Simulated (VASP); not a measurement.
The system is Sb.

```
Sb
1.0
     1.95308   -6.19556    0.00000
     1.95308    6.19556    0.00000
     0.00000    0.00000    5.16887
Sb
4
Direct
  0.09800 0.90200 0.91000
  0.59800 0.40200 0.59000
  0.90200 0.09800 0.09000
  0.40200 0.59800 0.41000
```

| Item | Value |
| --- | --- |
| Program | VASP 6.6.1 |
| Task | relaxation of cell and atoms |
| Functional | r2SCAN |
| Potentials or basis | VASP PAW PBE potentials, release 64 (Sb) |
| Cutoff | 600 eV |
| k mesh | 6 × 6 × 4 |
| Occupations | gaussian, width 0.1 eV |
| Spin | no spin polarisation |

At the start: pressure 20.3 GPa; volume 31.27 Å³/atom.

Problem. Where does the relaxation end?

Solution. Over 14 steps the energy falls by 619.9 meV/atom and the volume is 33.19 Å³/atom (+6.1 %); space group Cmce (No. 64, to 0.1 Å) before and after.

Step by step:
```tsv
step	energy change (eV)	largest force (eV/Å)	pressure (GPa)	volume (Å³)
1	0.0000	4.3010	20.32	125.09
2	0.0668	1.7906	-7.42	211.33
3	-2.3056	0.1685	-1.45	158.39
4	-2.3202	0.2635	-0.77	156.15
5	-2.3224	0.3490	-0.33	154.81
6	-2.3485	0.2738	-0.42	153.49
7	-2.3494	0.2958	-0.43	153.21
8	-2.3726	0.2061	-0.28	150.40
9	-2.3988	0.1482	0.31	142.19
10	-2.4192	0.1607	0.05	140.74
11	-2.4543	0.2522	-0.59	136.28
12	-2.4749	0.0515	0.50	132.18
13	-2.4749	0.0469	0.48	132.27
14	-2.4798	0.0307	-0.02	132.76
```

Final structure:
```
Sb
1.0
     2.16297   -6.28050    0.00000
     2.16297    6.28050    0.00000
     0.00000    0.00000    4.88650
Sb
4
Direct
  0.11226 0.88774 0.94779
  0.61226 0.38774 0.55221
  0.88774 0.11226 0.05221
  0.38774 0.61226 0.44779
```

Caveat: the PAW data sets were made with another functional, which shifts forces and pressure a little.
